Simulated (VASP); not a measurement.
# BaTiO3 (Amm2) in VASP: single point with PBE

Aim: the single point of BaTiO3 with PBE.

Program: VASP 6.6.1. These are calculated values, not measurements. Logs are shortened: lines on timing, memory, paths and dates and some standing lists are left out, and cuts for length are marked.

### Step 1. The cell of the first run

The structure is orthorhombic, space group Amm2 (No. 38). Conventional cell: a = 3.984 Å, b = 5.674 Å, c = 5.578 Å, α = 90.00°, β = 90.00°, γ = 90.00°. Ba (site symmetry mm2) has 12 O at 2.73 to 2.84 Å and 8 Ti at 3.38 to 3.48 Å within 3.6 Å. Ti (site symmetry mm2) has 6 O at 1.89 to 2.09 Å within 2.5 Å. O (site symmetry mm2) has 2 Ti at 2.00 Å within 2.6 Å. Within 2.5 Å of O (site symmetry m) lie 2 Ti at 1.89 to 2.09 Å.

### Step 2. Single point, PBE (z stretched by -2 %, then relaxed in part)

Input file INCAR:

```
SYSTEM = BaTiO3
ALGO = Normal
EDIFF = 1E-6
ENCUT = 520
GGA = PE
ISIF = 2
ISMEAR = -1
LASPH = .True.
LCHARG = .True.
LELF = .True.
LREAL = .False.
LVHAR = .True.
LWAVE = .False.
NBANDS = 28
NELM = 100
PREC = Accurate
SIGMA = 0.02
```

Input file KPOINTS:

```
k-points
0
Gamma
  8 8 8
  0 0 0
```

Input file POSCAR:

```
BaTiO3
1.0
    3.9841000000      0.0000000000      0.0000000000
    0.0000000000      2.8370500000      2.7888840000
    0.0000000000     -2.8370500000      2.7888840000
Ba Ti O
1 1 3
Direct
    0.0000000000      0.0042808103      0.0042808103
    0.5000000000      0.5148958129      0.5148958129
    0.0000000000      0.4943055298      0.4943055298
    0.5000000000      0.4943345012      0.9884033458
    0.5000000000      0.9884033458      0.4943345012
```

Potentials or basis: VASP PAW PBE potentials, release 64 (Ba_sv, Ti_sv, O).

Command:

```bash
$ cat potpaw_PBE.64/Ba_sv/POTCAR potpaw_PBE.64/Ti_sv/POTCAR potpaw_PBE.64/O/POTCAR > POTCAR
$ mpirun -np 1 vasp_std > vasp.out
```

OUTCAR:

```text
SYSTEM = BaTiO3
   EDIFF = 1E-6
   ENCUT = 520
   GGA = PE
   ISIF = 2
   ISMEAR = -1
   LASPH = .True.
   LREAL = .False.
   NELM = 100
   PREC = Accurate

 ion  position               nearest neighbor table
   1  0.000  0.004  0.004-   3 2.73   4 2.79   5 2.79   4 2.79   5 2.79   3 2.84   3 2.84   5 2.84
                             4 2.84   5 2.84   4 2.84   3 2.84   2 3.38   2 3.38   2 3.47   2 3.47
   2  0.500  0.515  0.515-   4 1.89   5 1.89   3 2.00   3 2.00   5 2.09   4 2.09   1 3.38   1 3.38
                             1 3.47   1 3.47   1 3.47   1 3.47   1 3.48   1 3.48
   3  0.000  0.494  0.494-   2 2.00   2 2.00   1 2.73   1 2.84   1 2.84   1 2.84
   4  0.500  0.494  0.988-   2 1.89   2 2.09   1 2.79   1 2.79   1 2.84   1 2.84
   5  0.500  0.988  0.494-   2 1.89   2 2.09   1 2.79   1 2.79   1 2.84   1 2.84

  LATTYP: Found a base centered orthorhombic cell.
 ALAT       =     5.5777680000
 B/A-ratio  =     1.0172707076
 C/A-ratio  =     0.7142821286

  Lattice vectors:

 A1 = (   0.0000000000,   2.8370500000,   2.7888840000)
 A2 = (   0.0000000000,  -2.8370500000,   2.7888840000)
 A3 = (   3.9841000000,   0.0000000000,   0.0000000000)

Analysis of symmetry for initial positions (statically):
=====================================================================
 Subroutine PRICEL returns:
 Original cell was already a primitive cell.

 Routine SETGRP: Setting up the symmetry group for a
 base centered orthorhombic supercell.

 Subroutine GETGRP returns: Found  4 space group operations
 (whereof  4 operations were pure point group operations)
 out of a pool of  8 trial point group operations.

The static configuration has the point symmetry C_2v.

Analysis of symmetry for dynamics (positions and initial velocities):
=====================================================================
 Subroutine PRICEL returns:
 Original cell was already a primitive cell.

 Routine SETGRP: Setting up the symmetry group for a
 base centered orthorhombic supercell.

 Subroutine GETGRP returns: Found  4 space group operations
 (whereof  4 operations were pure point group operations)
 out of a pool of  8 trial point group operations.

The dynamic configuration has the point symmetry C_2v.

 Subroutine INISYM returns: Found  4 space group operations
 (whereof  4 operations are pure point group operations),
 and found     1 'primitive' translations

----------------------------------------------------------------------------------------

                                     Primitive cell

  volume of cell :      63.0460

  direct lattice vectors                    reciprocal lattice vectors
     3.984100000  0.000000000  0.000000000     0.250997716  0.000000000  0.000000000
     0.000000000  2.837050000  2.788884000     0.000000000  0.176239404  0.179283183
     0.000000000 -2.837050000  2.788884000     0.000000000 -0.176239404  0.179283183

  length of vectors
     3.984100000  3.978281874  3.978281874     0.250997716  0.251401645  0.251401645

  position of ions in fractional coordinates (direct lattice)
     0.000000000  0.004280810  0.004280810
     0.500000000  0.514895813  0.514895813
     0.000000000  0.494305530  0.494305530
     0.500000000  0.494334501  0.988403346
     0.500000000  0.988403346  0.494334501

  ion indices of the primitive-cell ions
   primitive index   ion index
                 1           1
                 2           2
                 3           3
                 4           4
                 5           5

----------------------------------------------------------------------------------------

 KPOINTS: k-points

Automatic generation of k-mesh.
 Grid dimensions read from file:
 generate k-points for:    8    8    8

 Generating k-lattice:

  Cartesian coordinates                     Fractional coordinates (reciprocal lattice)
     0.031374714  0.000000000  0.000000000     0.125000000  0.000000000  0.000000000
     0.000000000  0.022029925  0.022410398     0.000000000  0.125000000 -0.000000000
     0.000000000 -0.022029925  0.022410398     0.000000000 -0.000000000  0.125000000

  Length of vectors
     0.031374714  0.031425206  0.031425206

  Shift w.r.t. Gamma in fractional coordinates (k-lattice)
     0.000000000  0.000000000  0.000000000

 Subroutine IBZKPT returns following result:
 ===========================================

 Found    105 irreducible k-points:

 Following reciprocal coordinates:
            Coordinates               Weight
  0.000000  0.000000  0.000000      1.000000
  0.125000  0.000000  0.000000      2.000000
  0.250000  0.000000  0.000000      2.000000
  0.375000  0.000000  0.000000      2.000000
  0.500000  0.000000  0.000000      1.000000
  0.000000  0.125000  0.000000      4.000000
[... 16 lines left out ...]
  0.250000  0.500000  0.000000      4.000000
  0.375000  0.500000  0.000000      4.000000
 [... further k-points ...]
   k-points           NKPTS =    105   k-points in BZ     NKDIM =    105   number of bands    NBANDS=     28
   number of dos      NEDOS =    301   number of ions     NIONS =      5
   total plane-waves  NPLWV =  27000
   dimension x,y,z NGX =    30 NGY =   30 NGZ =   30
   dimension x,y,z NGXF=    60 NGYF=   60 NGZF=   60
   ions per type =               1   1   3
   NGX,Y,Z   is equivalent  to a cutoff of  12.52, 12.54, 12.54 a.u.
   NGXF,Y,Z  is equivalent  to a cutoff of  25.04, 25.07, 25.07 a.u.
 SYSTEM =  BaTiO3
   PREC   = accura    normal or accurate (medium, high low for compatibility)
   ISTART =      0    job   : 0-new  1-cont  2-samecut
   ICHARG =      2    charge: 1-file 2-atom 10-const
   ISPIN  =      1    spin polarized calculation?
   LNONCOLLINEAR =      F non collinear calculations
   LSORBIT =      F    spin-orbit coupling
   LASPH  =      T    aspherical Exc in radial PAW
   ENCUT  =  520.0 eV  38.22 Ry    6.18 a.u.   7.41  7.40  7.40*2*pi/ulx,y,z
   NELM   =    100;   NELMIN=  2; NELMDL= -5     # of ELM steps
   EDIFF  = 0.1E-05   stopping-criterion for ELM
   LREAL  =      F    real-space projection
   EDIFFG = 0.1E-04   stopping-criterion for IOM
   NSW    =      0    number of steps for IOM
   IBRION =     -1    ionic relax: 0-MD 1-quasi-New 2-CG
   NFREE  =      0    steps in history (QN), initial steepest desc. (CG)
   ISIF   =      2    stress and relaxation
   ISYM   =      2    0-nonsym 1-usesym 2-fastsym
   POTIM  = 0.5000    time-step for ionic-motion
   TEBEG  =    0.0;   TEEND  =   0.0 temperature during run
   PSTRESS=    0.0 pullay stress
   NELECT =      40.0000    total number of electrons
   NUPDOWN=      -1.0000    fix difference up-down
   EMIN   =  10.00;   EMAX   =-10.00  energy-range for DOS
   EFERMI =   0.00;   METHOD = LEGACY
   ISMEAR =    -1;   SIGMA  =   0.02  broadening in eV -4-tet -1-fermi 0-gaus
   EFERMI_NEDOS =   21; number of points for ismear=-14 and -15
   IALGO  =     38    algorithm
   IMIX   =      4    mixing-type and parameters
     AMIX     =   0.40;   BMIX     =  1.00
     AMIX_MAG =   1.60;   BMIX_MAG =  1.00
  volume/ion in A,a.u.               =      12.61        85.09
  Fermi-wavevector in a.u.,A,eV,Ry     =   1.406724  2.658323 26.924199  1.978873
  Thomas-Fermi vector in A             =   2.529056
   LORBIT       =      0    0 simple, 1 ext, 2 COOP (PROOUT), +10 PAW based schemes
   GGA     = PE    functional components
   LHFCALC =     F    Hartree Fock is set to
   AEXX    =    0.0000 exact exchange contribution
   IVDW    =     0    specifies the selected vdW correction
   LEPSILON=     F    determine dielectric tensor
   LRPA    =     F    only Hartree local field effects (RPA)
 non-spin polarized calculation
  energy-cutoff  :      520.00
  volume of cell :       63.05
 maximum number of plane-waves:      1739
 NGX is ok and might be reduce to    30
   NGX = 15   NGY = 15   NGZ = 15

 number of electron      39.9999990 magnetization

 Free energy of the ion-electron system (eV)
  ---------------------------------------------------
  ext. energy  EPLUGINS =         0.00000000
  ---------------------------------------------------
  free energy    TOTEN  =       -39.92905993 eV

  energy without entropy =      -39.92905993  energy(sigma->0) =      -39.92905993

 E-fermi :   4.3670     XC(G=0): -11.3417

 val. band max:        3.9730121284   @ k =   0.5000   0.5000   0.5000
 cond. band min:       5.9881875691   @ k =   0.0000   0.0000   0.0000
 fundamental gap:      2.0151754407
 Fermi energy:         4.3669905955

 k-point     1 :       0.0000    0.0000    0.0000
  band No.  band energies     occupation
      1     -52.4700      2.00000
      2     -28.7272      2.00000
      3     -28.7131      2.00000
      4     -28.6911      2.00000
      5     -20.8290      2.00000
      6     -12.9671      2.00000
[... 20 lines left out ...]
     27       9.0273      0.00000
     28      11.5003      0.00000

 k-point     2 :       0.1250    0.0000    0.0000
  band No.  band energies     occupation
      1     -52.4698      2.00000
      2     -28.7269      2.00000
      3     -28.7128      2.00000
      4     -28.6994      2.00000
      5     -20.8104      2.00000
      6     -12.9871      2.00000
[... 20 lines left out ...]
     27       9.3386      0.00000
     28      11.8708      0.00000

 k-point     3 :       0.2500    0.0000    0.0000
  band No.  band energies     occupation
      1     -52.4694      2.00000
      2     -28.7261      2.00000
      3     -28.7194      2.00000
      4     -28.7120      2.00000
      5     -20.7647      2.00000
      6     -13.0763      2.00000
[... 20 lines left out ...]
     27      10.1626      0.00000
     28      12.4299      0.00000

 k-point     4 :       0.3750    0.0000    0.0000
  band No.  band energies     occupation
      1     -52.4690      2.00000
      2     -28.7394      2.00000
      3     -28.7252      2.00000
      4     -28.7112      2.00000
      5     -20.7180      2.00000
      6     -13.1986      2.00000
[... 20 lines left out ...]
     27      11.1460      0.00000
     28      12.3192      0.00000

 k-point     5 :       0.5000    0.0000    0.0000
  band No.  band energies     occupation
      1     -52.4688      2.00000
      2     -28.7476      2.00000
      3     -28.7249      2.00000
      4     -28.7109      2.00000
      5     -20.6984      2.00000
      6     -13.2542      2.00000
[... 20 lines left out ...]
     27      11.6243      0.00000
     28      12.2761      0.00000

 k-point     6 :       0.0000    0.1250    0.0000
  band No.  band energies     occupation
      1     -52.4698      2.00000
      2     -28.7326      2.00000
      3     -28.7160      2.00000
      4     -28.6907      2.00000
      5     -20.8102      2.00000
      6     -12.9733      2.00000
[... 463 lines left out ...]
      5     -20.6974      2.00000
      6     -13.2118      2.00000
[... 20 lines left out ...]
     27      11.6442      0.00000
     28      12.2270      0.00000

 k-point    22 :       0.1250    0.5000    0.0000
  band No.  band energies     occupation
      1     -52.4687      2.00000
      2     -28.7784      2.00000
      3     -28.7169      2.00000
      4     -28.6969      2.00000
      5     -20.6856      2.00000
      6     -13.1398      2.00000
[... 20 lines left out ...]
     27      11.9330      0.00000
     28      12.4736      0.00000

 k-point    23 :       0.2500    0.5000    0.0000
  band No.  band energies     occupation
      1     -52.4683      2.00000
      2     -28.7770      2.00000
      3     -28.7167      2.00000
      4     -28.7158      2.00000
      5     -20.6569      2.00000
      6     -12.9557      2.00000
[... 20 lines left out ...]
     27      12.5984      0.00000
     28      12.8498      0.00000

 k-point    24 :       0.3750    0.5000    0.0000
  band No.  band energies     occupation
      1     -52.4679      2.00000
      2     -28.7756      2.00000
      3     -28.7357      2.00000
      4     -28.7153      2.00000
      5     -20.6278      2.00000
      6     -12.7493      2.00000
[... 20 lines left out ...]
     27      12.0868      0.00000
     28      13.6599      0.00000

 [... further k-points ...]

------------------------ aborting loop because EDIFF is reached ----------------------------------------

  FORCE on cell =-STRESS in cart. coord.  units (eV):
  Direction    XX          YY          ZZ          XY          YZ          ZX
  --------------------------------------------------------------------------------------
  -------------------------------------------------------------------------------------
  Total        2.8061249      2.6301248      4.4927783      0.0000000      0.0000000      0.0000000
  in kB       71.3115572     66.8388962    114.1741808      0.0000000      0.0000000      0.0000000
  external PRESSURE =      84.1082114 kB  Pullay stress =       0.0000000 kB

 VOLUME and BASIS-vectors are now :
 -----------------------------------------------------------------------------
  energy-cutoff  :      520.00
  volume of cell :       63.05
      direct lattice vectors                 reciprocal lattice vectors
     3.984100000  0.000000000  0.000000000     0.250997716  0.000000000  0.000000000
     0.000000000  2.837050000  2.788884000     0.000000000  0.176239404  0.179283183
     0.000000000 -2.837050000  2.788884000     0.000000000 -0.176239404  0.179283183

 POSITION                                       TOTAL-FORCE (eV/Angst)
 -----------------------------------------------------------------------------------
      0.00000      0.00000      0.02388         0.000000     -0.000000     -0.024702
      1.99205      0.00000      2.87197         0.000000     -0.000000     -0.046110
      0.00000      0.00000      2.75712         0.000000     -0.000000      0.008726
      1.99205     -1.40170      4.13518         0.000000     -0.020925      0.031043
      1.99205      1.40170      4.13518         0.000000      0.020925      0.031043
 -----------------------------------------------------------------------------------
    total drift:                                0.000000      0.000003     -0.000137

  FREE ENERGIE OF THE ION-ELECTRON SYSTEM (eV)
  ---------------------------------------------------
  free  energy   TOTEN  =       -39.9290599336 eV

  energy  without entropy=      -39.9290599335  energy(sigma->0) =      -39.92905993
```

Wall time 2.5 min (1 thread of Intel Xeon 6975P-C, shared host); peak memory 0.31 GiB.

What came out:

```yaml
Free_energy: -39.9291 eV
Pressure: 8.4 GPa
Largest_force: 0.046 eV/Å
Band_gap_on_the_k_mesh: 2.02 eV (least direct gap 2.31 eV)
```

Forces in eV/Å, atoms in the order of the input:
```
Ba   0.000  0.000 -0.025
Ti   0.000  0.000 -0.046
O    0.000  0.000  0.009
O    0.000 -0.021  0.031
O    0.000  0.021  0.031
```

Caveat: the cell differs from its parent crystal (z stretched by -2 %, then relaxed in part); the cell stands under pressure; spin-orbit coupling is left out, which moves the levels of the heavy elements. A k mesh can miss the band edges.
